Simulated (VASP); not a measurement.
# Cu: single point with PBEsol

Cu:

```xyz
1
Lattice="0.0000 1.7813 1.7813 1.7813 0.0000 1.7813 1.7813 1.7813 0.0000" Properties=species:S:1:pos:R:3 pbc="T T T"
Cu    0.0000    0.0000    0.0000
```

```
Program             : VASP 6.6.1
Task                : single point
Functional          : PBEsol
Potentials or basis : VASP PAW PBE potentials, release 64 (Cu)
Cutoff              : 600 eV
k mesh              : 16 × 16 × 16
Occupations         : gaussian, width 0.05 eV
Spin                : no spin polarisation
```

| Quantity | Value |
| --- | --- |
| Pressure | 1.0 GPa |
| Band gap on the k mesh | zero (an odd number of electrons rules out a gap without spin polarisation) |

Levels at points of the mesh, in eV from the Fermi level:
| k point | band 4 | band 5 | band 6 | band 7 | band 8 | band 9 |
| --- | --- | --- | --- | --- | --- | --- |
| (0.00, 0.00, 0.00) | -3.12 | -2.23 | -2.23 | 22.97 | 25.93 | 25.93 |
| (0.50, 0.00, 0.00) | -1.62 | -1.62 | -1.13 | 4.00 | 21.44 | 22.74 |
| (0.50, 0.50, 0.00) | -1.47 | -1.47 | 1.46 | 7.45 | 13.41 | 13.41 |

It took 8.2 s on 1 thread of Intel(R) Xeon(R) 6975P-C (Granite Rapids), on a shared host, peak memory 0.14 GiB.

Caveat: the PAW data sets were made with another functional, which shifts forces and pressure a little.
